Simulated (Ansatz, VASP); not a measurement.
# TaN in VASP and in Ansatz

Contents of INCAR:

```
SYSTEM = TaN
PREC     = Accurate       ! precision mode
ENCUT    = 520            ! plane-wave cutoff, eV
EDIFF    = 1E-6           ! SCF threshold, eV
ISMEAR   = -1             ! smearing method
SIGMA    = 0.05           ! smearing width, eV
LREAL    = .FALSE.        ! projectors in reciprocal space
LASPH    = .TRUE.         ! aspherical terms in the spheres
NELM     = 150            ! most SCF steps
ALGO     = Normal         ! electronic algorithm
ISIF     = 2              ! what is computed and relaxed
LWAVE    = .FALSE.        ! write WAVECAR
LCHARG   = .FALSE.        ! write CHGCAR
LMAXMIX  = 4              ! l up to which the mixer works
LDAU     = .TRUE.         ! DFT+U
LDAUTYPE = 2            
LDAUL    = 2 -1           ! shell
LDAUU    = 1 0            ! U, eV
LDAUJ    = 0 0          
LDAUPRINT= 1            
GGA      = PS             ! functional
NBANDS   = 15             ! bands
```

Contents of KPOINTS:

```
Automatic mesh
0
G
  10 10 9
  0 0 0
```

File POSCAR:

```
TaN
1.0
    2.9380000000      0.0000000000      0.0000000000
   -1.4690000000      2.5443826363      0.0000000000
    0.0000000000      0.0000000000      2.8830000000
Ta N
1 1
Direct
    0.0000000000      0.0000000000      0.5000000000
    0.6666666667      0.3333333333      0.0000000000
```

Contents of input.yaml:

```yaml
crystal:
  lattice:
    - [2.938, 0.0, 0.0]
    - [-1.469, 2.5443826363, 0.0]
    - [0.0, 0.0, 2.883]
  atoms:
    - { symbol: Ta, position: [0.0, 0.0, 0.5] }
    - { symbol: "N", position: [0.6666666667, 0.3333333333, 0.0] }
hamiltonian:
  xc: pbesol
  pseudopotentials: { kind: paw }
  hubbard: { sites: [{ species: Ta, l: d, u_eff: 1.0 }] }
kpoints:
  mp_grid: { grid: [10, 10, 9] }
scf:
  occupations: { method: fermi_dirac, width: 0.05 }
  n_extra_bands: 6
output:
  forces: true
  stress: true
  eigenvalues: true
  dos: { projected: true, de: 0.05, nscf_kmesh: { grid: [15, 15, 14] } }
```

Alike in both runs: functional PBEsol; k mesh 10 × 10 × 9; occupations fermi-dirac, width 0.05 eV; no spin polarisation; Hubbard terms Ta d U = 1.0 eV.

```csv
,VASP,Ansatz
version,VASP 6.6.1,Ansatz 0.2.0
potentials or method,"VASP PAW PBE potentials, release 64 (Ta_pv, N)",Ansatz PAW
plane-wave cutoff (eV),520,420
valence electrons in the cell,16,18
task,single point,projected density of states
```

|  | VASP | Ansatz | Ansatz less VASP |
| --- | --- | --- | --- |
| gap on the k mesh at the Fermi level (eV) | none | none | - |
| pressure (GPa) | -1.0 | -4.1 | -3.09 |
| traceless stress, the component that is largest in VASP (GPa) | 0.18 | -0.39 | -0.566 |

VASP's potentials were made for PBE, not for PBEsol. The programs project onto different local orbitals, so the same U acts differently, and such runs can settle in different states. A gap of «none» marks a metal or a gap that the smearing closes. VASP's potentials hold 16 valence electrons a cell and Ansatz's 18, so a difference there can come from the potentials and not from the codes.

Neither program's run includes spin-orbit coupling.
